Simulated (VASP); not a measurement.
Runs of VASP 6.6.1 on Cu. The structure is that of space group Im-3m (No. 229), or close to it. The cells are those of the table. 

```csv
cell,gap on the mesh (eV),pressure (GPa)
"a = 2.895, b = 2.895, c = 2.766 Å, 2 atoms",none,-0.8
"a = 2.895, b = 2.895, c = 2.821 Å, 2 atoms",none,-3.8
"a = 2.895, b = 2.895, c = 2.793 Å, 2 atoms",none,(a)
"a = 2.895, b = 2.895, c = 2.711 Å, 2 atoms",none,2.4
```

Alike in all rows: task single point; level r2SCAN; potentials or basis VASP PAW PBE potentials, release 64 (Cu); no spin polarisation; k mesh 18 × 18 × 18; cutoff (eV) 520; smearing gaussian 0.1 eV.

**Question.** Fill in the values left out.

**Answer.** (a) -2.3.

Caveats: the PAW data sets were made with another functional, which shifts forces and pressure a little; the cell stands under tension (at least some runs).

A gap of «none» marks levels without a gap at the run's occupations.
